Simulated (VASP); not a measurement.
Crystal: SrO.

```
Sr O
1.0
     0.00000    2.49595    2.49595
     2.49595    0.00000    2.49595
     2.49595    2.49595    0.00000
Sr O
1 1
Direct
  0.50000 0.50000 0.50000
  0.00000 0.00000 0.00000
```

```yaml
Program: VASP 6.6.1
Task: relaxation of cell and atoms
Functional: BLYP
Dispersion: D4
Potentials_or_basis: VASP PAW PBE potentials, release 64 (Sr_sv, O)
Cutoff: 600 eV
k_mesh: 9 × 9 × 9
Occupations: methfessel-paxton, width 0.1 eV
Spin: no spin polarisation
```

At the start: pressure 13.7 GPa; volume 15.55 Å³/atom.

Problem. Where does the relaxation end?

Solution. Over 3 steps the energy falls by 76.4 meV/atom and the volume is 17.55 Å³/atom (+12.8 %); space group Fm-3m (No. 225, to 0.1 Å) before and after.

Step by step:
```
step  energy change (eV)  largest force (eV/Å)  pressure (GPa)  volume (Å³)
   1              0.0000                0.0000           13.66        31.10
   2             -0.1151                0.0000           -4.86        37.45
   3             -0.1527                0.0000            0.02        35.09
```

Final structure:
```
Sr O
1.0
     0.00000    2.59853    2.59853
     2.59853    0.00000    2.59853
     2.59853    2.59853    0.00000
Sr O
1 1
Cartesian
  2.5985 2.5985 2.5985
  0.0000 0.0000 0.0000
```

Caveat: the PAW data sets were made with another functional, which shifts forces and pressure a little.
